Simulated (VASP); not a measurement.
Here is a VASP 6.6.1 calculation.

Contents of INCAR:

```
PREC = Accurate
ENCUT = 520
EDIFF = 1E-6
ISMEAR = 0
SIGMA = 0.05
LREAL = False
LASPH = True
NELM = 100
ALGO = Normal
ISIF = 2
LWAVE = False
LCHARG = False
GGA = PE
NBANDS = 31
```

KPOINTS

```
Automatic mesh
0
Gamma
  6 6 6
```

POSCAR

```
HfO2
1.0
    3.4406371897     -0.0551194784      0.0152649940
   -0.0551194784      3.5267576000     -0.0330985657
    0.0221888705     -0.0481113711      5.4185904107
Hf O
2 4
Direct
    0.5333626961      0.4742098827      0.5193115895
   -0.0423360892      0.0480351434     -0.0841038968
   -0.0066088437      0.5164573316      0.6880943759
    0.4829482167     -0.0935982855      0.8768251857
    0.5392481828      0.0105454487      0.3371668069
   -0.0066141627      0.5443504792      0.1627059387
```

Potentials or basis: VASP PAW PBE potentials, release 64 (Hf_pv, O).

Run with:

```bash
$ cat potpaw_PBE.64/Hf_pv/POTCAR potpaw_PBE.64/O/POTCAR > POTCAR
$ mpirun -np 1 vasp_std > vasp.out
```

Problem. Predict the largest force.

Solution. 12.104 eV/Å.

Problem. What does it give for the pressure?

Solution. 40.3 GPa.

Forces in eV/Å, atoms in the order of the input:
```
Hf  -3.788  2.886 -8.286
Hf   6.635  3.192  9.607
O    3.303 -0.981  0.933
O   -5.689 -2.415 -4.209
O   -0.294 -1.328  2.483
O   -0.167 -1.353 -0.527
```

Caveat: the cell differs from its parent crystal (atoms moved at random and the cell strained at random); forces of over 1 eV/Å act on the atoms, so gaps and moduli don't describe the material at rest.
